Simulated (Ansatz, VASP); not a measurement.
# Two plane-wave programs on Re

INCAR

```
SYSTEM = Re
PREC = Accurate ; ENCUT = 520
EDIFF = 1E-8 ; ISMEAR = -1
SIGMA = 0.05 ; LREAL = .FALSE.
LASPH = .TRUE. ; NELM = 80
ALGO = Normal ; ISIF = 2
LWAVE = .FALSE. ; LCHARG = .FALSE.
GGA = CA ; LEFG = .TRUE.
NBANDS = 14
```

Contents of KPOINTS:

```
Automatic mesh
0
G
  14 14 8
  0 0 0
```

The input POSCAR:

```
Re
1.0
    2.5677224212      0.0000000000      0.0000000000
   -1.2838612106      2.2237128466      0.0000000000
    0.0000000000      0.0000000000      4.1057498614
Re
2
Direct
    0.3333333333      0.6666666667      0.2500000000
    0.6666666667      0.3333333333      0.7500000000
```

Input for Ansatz:

```yaml
crystal:
  lattice:
    - [2.5677224212, 0.0, 0.0]
    - [-1.2838612106, 2.2237128466, 0.0]
    - [0.0, 0.0, 4.1057498614]
  atoms:
    - { symbol: Re, position: [0.3333333333, 0.6666666667, 0.25] }
    - { symbol: Re, position: [0.6666666667, 0.3333333333, 0.75] }
kpoints:
  mp_grid: { grid: [14, 14, 8] }
scf:
  occupations: { method: fermi_dirac, width: 0.05 }
hamiltonian:
  xc: lda
  pseudopotentials: { kind: paw }
output:
  forces: true
  stress: true
  eigenvalues: true
  efg: { contact_densities: true }
```

Change from the starting cell: volume scaled by 0.96, PAW files.

Alike in both runs: task electric field gradients; functional LDA; k mesh 14 × 14 × 8; occupations fermi-dirac, width 0.05 eV; no spin polarisation.

```csv
,VASP,Ansatz
version,VASP 6.6.1,Ansatz 0.2.0
potentials or method,"VASP PAW LDA potentials, release 64 (Re)","PAW with Ansatz's default frozen-core files, scalar-relativistic"
plane-wave cutoff (eV),520,420
valence electrons in the cell,14,30
```

```tsv
	VASP	Ansatz	Ansatz less VASP
pressure (GPa)	131.8	125.1	-6.66
traceless stress, the component that is largest in VASP (GPa)	4.91	5.03	+0.120
size of Vzz on the site where it differs most (V/Å²)	103.7	82.0	-21.73
```

LDA's correlation is that of Perdew and Zunger in VASP and of Perdew and Wang (1992) in Ansatz. Both programs put the cell under a high pressure, so it lies far from rest at this level. VASP's potentials hold 14 valence electrons a cell and Ansatz's 30, so a difference there can come from the potentials and not from the codes.

Neither program's run includes spin-orbit coupling. Noted on VASP's run: the cell as given lies far from equilibrium.
